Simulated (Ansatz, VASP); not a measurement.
**Two plane-wave programs on I**

INCAR

```
PREC = Accurate
ENCUT = 520
EDIFF = 1E-6
ISMEAR = -1
SIGMA = 0.1
LREAL = False
LASPH = True
NELM = 60
ALGO = Normal
ISIF = 2
LWAVE = False
LCHARG = True
GGA = PE
LELF = True
LVHAR = True
NBANDS = 14
```

The input KPOINTS:

```
Automatic mesh
0
Gamma
  11 11 5
```

File POSCAR:

```
I
1.0
    1.8011820000      3.1197380000      0.0000000000
   -1.8011820000      3.1197380000      0.0000000000
    0.0000000000      0.0000000000      6.7936140000
I
2
Direct
    0.3333300000      0.3333400000      0.2500000000
    0.6666600000      0.6666700000      0.7500000000
```

Input for Ansatz:

```yaml
crystal:
  lattice:
    - [1.801182, 3.119738, 0.0]
    - [-1.801182, 3.119738, 0.0]
    - [0.0, 0.0, 6.793614]
  atoms:
    - { symbol: I, position: [0.33333, 0.33334, 0.25] }
    - { symbol: I, position: [0.66666, 0.66667, 0.75] }
  symmetry: { tolerance: 0.0003 }
kpoints:
  mp_grid: { grid: [11, 11, 5], shift: [0, 0, 0] }
  band_path:
    path:
      - [0.0, 0.0, 0.0]
      - [0.5, 0.0, 0.0]
      - [0.66666667, 0.33333333, 0.0]
      - [0.0, 0.0, 0.0]
      - [0.0, 0.0, 0.5]
      - [0.5, 0.0, 0.5]
      - [0.66666667, 0.33333333, 0.5]
      - [0.0, 0.0, 0.5]
      - [0.5, 0.0, 0.5]
      - [0.5, 0.0, 0.0]
      - [0.66666667, 0.33333333, 0.5]
    npoints: 6
magnetization:
  spin_polarized: false
scf:
  occupations: { method: fermi_dirac }
  lower_state_search: "off"
  max_iter: 200
hamiltonian:
  pseudopotentials: { kind: paw }
  xc: pbe
basis:
  ecutwfc: 420
  fft_grid_basis: typed
output:
  forces: true
  stress: true
  eigenvalues: true
  bader: true
  populations: true
  elf: true
  write_potential: true
  volumetric_format: npy
  dos:
    e_range: [-12, 8]
    de: 0.05
    projected: { site_lists: { I: [I] } }
checkpoint:
  read: saved_state
```

Alike in both runs: task single point; functional PBE; k mesh 11 × 11 × 5; no spin polarisation.

```csv
,VASP,Ansatz
version,VASP 6.6.1,Ansatz 0.2.0
potentials or method,"VASP PAW PBE potentials, release 64 (I), cutoff 520 eV",PAW plane waves
occupations,"fermi-dirac, width 0.1 eV",fermi-dirac
valence electrons in the cell,14,34
```

|  | VASP | Ansatz | Ansatz less VASP |
| --- | --- | --- | --- |
| pressure (GPa) | -1.0 | -1.0 | +0.03 |
| traceless stress, the component that is largest in VASP (GPa) | 3.06 | 3.03 | -0.036 |

VASP's potentials hold 14 valence electrons a cell and Ansatz's 34, so a difference there can come from the potentials and not from the codes. Ansatz's warnings: structure snapped to symmetry.

Spin-orbit coupling is off throughout.
